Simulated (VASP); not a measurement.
# Ga3P2 (R-3c) in VASP: single point with PBE

Aim: the single point of Ga3P2 with PBE.

All numbers are computed with VASP 6.6.1; they aren't measurements. Logs are shortened: lines on timing, memory, paths and dates and some standing lists are left out, and cuts for length are marked.

**1. The cell of the first run**

The structure is trigonal, space group R-3c (No. 167). The conventional cell has a = 6.084 Å, b = 6.084 Å, c = 16.612 Å, α = 90.00°, β = 90.00°, γ = 120.00°. Within 3.1 Å of Ga (site symmetry 2) lie 4 P at 2.37 to 2.52 Å. Within 3.1 Å of P (site symmetry 3) lie 6 Ga at 2.37 to 2.52 Å.

**2. Single point, PBE**

INCAR

```
  PREC = Accurate
  ENCUT = 500
  EDIFF = 1E-6
  ISMEAR = 0
  SIGMA = 0.1
  LREAL = False
  LASPH = True
  NELM = 120
  ALGO = Normal
  ISIF = 2
  LWAVE = False
  LCHARG = False
  GGA = PE
  NBANDS = 60
  GGA_COMPAT = False
```

KPOINTS

```
regular mesh
0
Gamma
  6 6 6
```

POSCAR

```
Ga3P2
1.0
    3.0421989962      1.7564144094      5.5372590220
   -3.0421989962      1.7564144094      5.5372590220
    0.0000000000     -3.5128288189      5.5372590220
Ga P
6 4
Direct
    0.0562500000      0.4437500000      0.7500000000
    0.7500000000      0.0562500000      0.4437500000
    0.4437500000      0.7500000000      0.0562500000
    0.9437500000      0.5562500000      0.2500000000
    0.2500000000      0.9437500000      0.5562500000
    0.5562500000      0.2500000000      0.9437500000
    0.8521800000      0.8521800000      0.8521800000
    0.6478200000      0.6478200000      0.6478200000
    0.1478200000      0.1478200000      0.1478200000
    0.3521800000      0.3521800000      0.3521800000
```

Potentials or basis: VASP PAW PBE potentials, release 64 (Ga_d, P).

Started as:

```
cat potpaw_PBE.64/Ga_d/POTCAR potpaw_PBE.64/P/POTCAR > POTCAR
mpirun -np 1 vasp_std > vasp.out
```

OUTCAR:

```text
PREC = Accurate
   ENCUT = 500
   EDIFF = 1E-6
   ISMEAR = 0
   LREAL = False
   LASPH = True
   NELM = 120
   ISIF = 2
   GGA = PE

 ion  position               nearest neighbor table
   1  0.056  0.444  0.750-   9 2.37  10 2.37   7 2.52   8 2.52
   2  0.750  0.056  0.444-  10 2.37   9 2.37   8 2.52   7 2.52
   3  0.444  0.750  0.056-   9 2.37  10 2.37   7 2.52   8 2.52
   4  0.944  0.556  0.250-   7 2.37   8 2.37   9 2.52  10 2.52
   5  0.250  0.944  0.556-   8 2.37   7 2.37  10 2.52   9 2.52
   6  0.556  0.250  0.944-   7 2.37   8 2.37   9 2.52  10 2.52
   7  0.852  0.852  0.852-   6 2.37   5 2.37   4 2.37   1 2.52   3 2.52   2 2.52
   8  0.648  0.648  0.648-   5 2.37   6 2.37   4 2.37   1 2.52   2 2.52   3 2.52
   9  0.148  0.148  0.148-   3 2.37   2 2.37   1 2.37   4 2.52   6 2.52   5 2.52
  10  0.352  0.352  0.352-   2 2.37   3 2.37   1 2.37   4 2.52   5 2.52   6 2.52

  LATTYP: Found a trigonal (rhomboedric) cell.
 ALAT       =     6.5575303115
 COS(alpha) =     0.5695481095

  Lattice vectors:

 A1 = (   3.0421989962,   1.7564144094,   5.5372590220)
 A2 = (  -3.0421989962,   1.7564144094,   5.5372590220)
 A3 = (   0.0000000000,  -3.5128288189,   5.5372590220)

Analysis of symmetry for initial positions (statically):
=====================================================================
 Subroutine PRICEL returns:
 Original cell was already a primitive cell.

 Routine SETGRP: Setting up the symmetry group for a
 trigonal (rhombohedral) supercell.

 Subroutine GETGRP returns: Found 12 space group operations
 (whereof  6 operations were pure point group operations)
 out of a pool of 12 trial point group operations.

The static configuration has the point symmetry S_6 .
 The point group associated with its full space group is D_3d.

Analysis of symmetry for dynamics (positions and initial velocities):
=====================================================================
 Subroutine PRICEL returns:
 Original cell was already a primitive cell.

 Routine SETGRP: Setting up the symmetry group for a
 trigonal (rhombohedral) supercell.

 Subroutine GETGRP returns: Found 12 space group operations
 (whereof  6 operations were pure point group operations)
 out of a pool of 12 trial point group operations.

The dynamic configuration has the point symmetry S_6 .
 The point group associated with its full space group is D_3d.

 Subroutine INISYM returns: Found 12 space group operations
 (whereof  6 operations are pure point group operations),
 and found     1 'primitive' translations

----------------------------------------------------------------------------------------

                                     Primitive cell

  volume of cell :     177.5255

  direct lattice vectors                    reciprocal lattice vectors
     3.042198996  1.756414409  5.537259022     0.164354798  0.094890287  0.060198255
    -3.042198996  1.756414409  5.537259022    -0.164354798  0.094890287  0.060198255
     0.000000000 -3.512828819  5.537259022     0.000000000 -0.189780573  0.060198255

  length of vectors
     6.557530312  6.557530312  6.557530312     0.199099211  0.199099211  0.199099211

  position of ions in fractional coordinates (direct lattice)
     0.056250000  0.443750000  0.750000000
     0.750000000  0.056250000  0.443750000
     0.443750000  0.750000000  0.056250000
     0.943750000  0.556250000  0.250000000
     0.250000000  0.943750000  0.556250000
     0.556250000  0.250000000  0.943750000
     0.852180000  0.852180000  0.852180000
     0.647820000  0.647820000  0.647820000
     0.147820000  0.147820000  0.147820000
     0.352180000  0.352180000  0.352180000

  ion indices of the primitive-cell ions
   primitive index   ion index
                 1           1
                 2           2
                 3           3
                 4           4
                 5           5
                 6           6
                 7           7
                 8           8
                 9           9
                10          10

----------------------------------------------------------------------------------------

 KPOINTS: regular mesh

Automatic generation of k-mesh.
 Grid dimensions read from file:
 generate k-points for:    6    6    6

 Generating k-lattice:

  Cartesian coordinates                     Fractional coordinates (reciprocal lattice)
     0.027392466  0.015815048  0.010033043     0.166666667 -0.000000000  0.000000000
    -0.027392466  0.015815048  0.010033043    -0.000000000  0.166666667  0.000000000
     0.000000000 -0.031630096  0.010033043    -0.000000000 -0.000000000  0.166666667

  Length of vectors
     0.033183202  0.033183202  0.033183202

  Shift w.r.t. Gamma in fractional coordinates (k-lattice)
     0.000000000  0.000000000  0.000000000

 Subroutine IBZKPT returns following result:
 ===========================================

 Found     32 irreducible k-points:

 Following reciprocal coordinates:
            Coordinates               Weight
  0.000000  0.000000  0.000000      1.000000
  0.166667  0.000000  0.000000      6.000000
  0.333333 -0.000000 -0.000000      6.000000
  0.500000 -0.000000 -0.000000      3.000000
  0.166667  0.166667  0.000000      6.000000
  0.333333  0.166667  0.000000     12.000000
[... 16 lines left out ...]
  0.500000  0.500000  0.166667      6.000000
 -0.333333  0.500000  0.166667     12.000000
 [... further k-points ...]
   k-points           NKPTS =     32   k-points in BZ     NKDIM =     32   number of bands    NBANDS=     60
   number of dos      NEDOS =    301   number of ions     NIONS =     10
   total plane-waves  NPLWV = 110592
   dimension x,y,z NGX =    48 NGY =   48 NGZ =   48
   dimension x,y,z NGXF=    96 NGYF=   96 NGZF=   96
   ions per type =               6   4
   NGX,Y,Z   is equivalent  to a cutoff of  12.17, 12.17, 12.17 a.u.
   NGXF,Y,Z  is equivalent  to a cutoff of  24.34, 24.34, 24.34 a.u.
 SYSTEM =  unknown system
   PREC   = accura    normal or accurate (medium, high low for compatibility)
   ISTART =      0    job   : 0-new  1-cont  2-samecut
   ICHARG =      2    charge: 1-file 2-atom 10-const
   ISPIN  =      1    spin polarized calculation?
   LNONCOLLINEAR =      F non collinear calculations
   LSORBIT =      F    spin-orbit coupling
   LASPH  =      T    aspherical Exc in radial PAW
   ENCUT  =  500.0 eV  36.75 Ry    6.06 a.u.  11.96 11.96 11.96*2*pi/ulx,y,z
   NELM   =    120;   NELMIN=  2; NELMDL= -5     # of ELM steps
   EDIFF  = 0.1E-05   stopping-criterion for ELM
   LREAL  =      F    real-space projection
   EDIFFG = 0.1E-04   stopping-criterion for IOM
   NSW    =      0    number of steps for IOM
   IBRION =     -1    ionic relax: 0-MD 1-quasi-New 2-CG
   NFREE  =      0    steps in history (QN), initial steepest desc. (CG)
   ISIF   =      2    stress and relaxation
   ISYM   =      2    0-nonsym 1-usesym 2-fastsym
   POTIM  = 0.5000    time-step for ionic-motion
   TEBEG  =    0.0;   TEEND  =   0.0 temperature during run
   PSTRESS=    0.0 pullay stress
   NELECT =      98.0000    total number of electrons
   NUPDOWN=      -1.0000    fix difference up-down
   EMIN   =  10.00;   EMAX   =-10.00  energy-range for DOS
   EFERMI =   0.00;   METHOD = LEGACY
   ISMEAR =     0;   SIGMA  =   0.10  broadening in eV -4-tet -1-fermi 0-gaus
   EFERMI_NEDOS =   21; number of points for ismear=-14 and -15
   IALGO  =     38    algorithm
   IMIX   =      4    mixing-type and parameters
     AMIX     =   0.40;   BMIX     =  1.00
     AMIX_MAG =   1.60;   BMIX_MAG =  1.00
  volume/ion in A,a.u.               =      17.75       119.80
  Fermi-wavevector in a.u.,A,eV,Ry     =   1.342961  2.537828 24.538697  1.803543
  Thomas-Fermi vector in A             =   2.471073
   LORBIT       =      0    0 simple, 1 ext, 2 COOP (PROOUT), +10 PAW based schemes
   GGA     = PE    functional components
   LHFCALC =     F    Hartree Fock is set to
   AEXX    =    0.0000 exact exchange contribution
   IVDW    =     0    specifies the selected vdW correction
   LEPSILON=     F    determine dielectric tensor
   LRPA    =     F    only Hartree local field effects (RPA)
 non-spin polarized calculation
 Gauss-broadening in eV      SIGMA  =   0.10
  energy-cutoff  :      500.00
  volume of cell :      177.53
 maximum number of plane-waves:      4540
   NGX = 23   NGY = 23   NGZ = 23

 number of electron      97.9999987 magnetization

 Free energy of the ion-electron system (eV)
  ---------------------------------------------------
  ext. energy  EPLUGINS =         0.00000000
  ---------------------------------------------------
  free energy    TOTEN  =       -37.93839357 eV

  energy without entropy =      -37.91912525  energy(sigma->0) =      -37.92875941

 E-fermi :   6.8436     XC(G=0): -10.7233

 val. band max:        6.8413312383   @ k =   0.1667   0.0000   0.0000
 cond. band min:       6.8478058738   @ k =   0.5000   0.3333   0.3333
 fundamental gap:      0.0064746355
 Fermi energy:         6.8436495823

 k-point     1 :       0.0000    0.0000    0.0000
  band No.  band energies     occupation
      1      -8.7529      2.00000
      2      -8.6274      2.00000
      3      -8.6214      2.00000
      4      -8.5305      2.00000
      5      -8.5269      2.00000
      6      -8.5269      2.00000
[... 52 lines left out ...]
     59      11.6891      0.00000
     60      11.7148      0.00000

 k-point     2 :       0.1667    0.0000    0.0000
  band No.  band energies     occupation
      1      -8.7479      2.00000
      2      -8.6305      2.00000
      3      -8.6285      2.00000
      4      -8.5657      2.00000
      5      -8.5213      2.00000
      6      -8.5208      2.00000
[... 52 lines left out ...]
     59      11.1115      0.00000
     60      11.1231      0.00000

 k-point     3 :       0.3333   -0.0000   -0.0000
  band No.  band energies     occupation
      1      -8.7286      2.00000
      2      -8.6547      2.00000
      3      -8.6328      2.00000
      4      -8.6087      2.00000
      5      -8.5182      2.00000
      6      -8.5078      2.00000
[... 1312 lines left out ...]
     59      11.1755      0.00000
     60      11.7987      0.00000

 k-point    24 :      -0.3333    0.5000    0.1667
  band No.  band energies     occupation
      1      -8.7042      2.00000
      2      -8.6735      2.00000
      3      -8.6336      2.00000
      4      -8.6331      2.00000
      5      -8.5217      2.00000
      6      -8.5106      2.00000
[... 52 lines left out ...]
     59      10.6234      0.00000
     60      11.1796      0.00000

 [... further k-points ...]
[... 5 lines left out ...]
  --------------------------------------------------------------------------------------
  -------------------------------------------------------------------------------------
  Total       12.0275799     12.0275799     12.0136581     -0.0000000     -0.0000000     -0.0000000
  in kB      108.5495761    108.5495761    108.4239310     -0.0000000     -0.0000000     -0.0000000
  external PRESSURE =     108.5076944 kB  Pullay stress =       0.0000000 kB

 VOLUME and BASIS-vectors are now :
 -----------------------------------------------------------------------------
  energy-cutoff  :      500.00
  volume of cell :      177.53
      direct lattice vectors                 reciprocal lattice vectors
     3.042198996  1.756414409  5.537259022     0.164354798  0.094890287  0.060198255
    -3.042198996  1.756414409  5.537259022    -0.164354798  0.094890287  0.060198255
     0.000000000 -3.512828819  5.537259022     0.000000000 -0.189780573  0.060198255

 POSITION                                       TOTAL-FORCE (eV/Angst)
 -----------------------------------------------------------------------------------
     -1.17885     -1.75641      6.92157        -0.182363      0.000000     -0.000000
      2.11053     -0.14271      6.92157         0.091182     -0.157931     -0.000000
     -0.93167      1.89912      6.92157         0.091182      0.157931     -0.000000
      1.17885      1.75641      9.69020         0.182363      0.000000     -0.000000
     -2.11053      0.14271      9.69020        -0.091182      0.157931     -0.000000
      0.93167     -1.89912      9.69020        -0.091182     -0.157931     -0.000000
      0.00000     -0.00000     14.15622         0.000000     -0.000000      0.194494
      0.00000     -0.00000     10.76144         0.000000      0.000000     -0.194494
      0.00000     -0.00000      2.45555         0.000000      0.000000     -0.194494
      0.00000     -0.00000      5.85034         0.000000     -0.000000      0.194494
 -----------------------------------------------------------------------------------
    total drift:                                0.000000     -0.000000     -0.000000

  FREE ENERGIE OF THE ION-ELECTRON SYSTEM (eV)
  ---------------------------------------------------
  free  energy   TOTEN  =       -37.9383935703 eV

  energy  without entropy=      -37.9191252478  energy(sigma->0) =      -37.92875941
```

It took 9.6 min on 1 thread of Intel Xeon 8259CL, shared host; peak memory 0.46 GiB.

What came out:

| Item | Value |
| --- | --- |
| Free energy | -37.9384 eV |
| Pressure | 10.9 GPa |
| Largest force | 0.194 eV/Å |
| Band gap on the k mesh | zero (band 49 reaches 7.31 eV, above the bottom of band 50 at 6.34 eV) |

Forces in eV/Å, atoms in the order of the input:
```
Ga  -0.182  0.000  0.000
Ga   0.091 -0.158  0.000
Ga   0.091  0.158  0.000
Ga   0.182  0.000  0.000
Ga  -0.091  0.158  0.000
Ga  -0.091 -0.158  0.000
P    0.000  0.000  0.194
P    0.000  0.000 -0.194
P    0.000  0.000 -0.194
P    0.000  0.000  0.194
```

Levels at points of the mesh, in eV from the Fermi level:
```tsv
k point	band 46	band 47	band 48	band 49	band 50	band 51	band 52	band 53
(0.00, 0.00, 0.00)	-2.08	-1.39	-1.39	-0.93	1.90	1.90	2.61	2.94
(0.50, 0.00, 0.00)	-2.73	-0.39	-0.39	-0.05	-0.05	0.58	0.58	1.89
(0.50, 0.50, 0.00)	-3.10	-2.54	-1.16	-0.76	0.01	0.19	1.61	2.15
(0.50, 0.50, 0.50)	-3.21	-0.51	-0.51	-0.51	-0.51	0.34	0.34	2.08
```
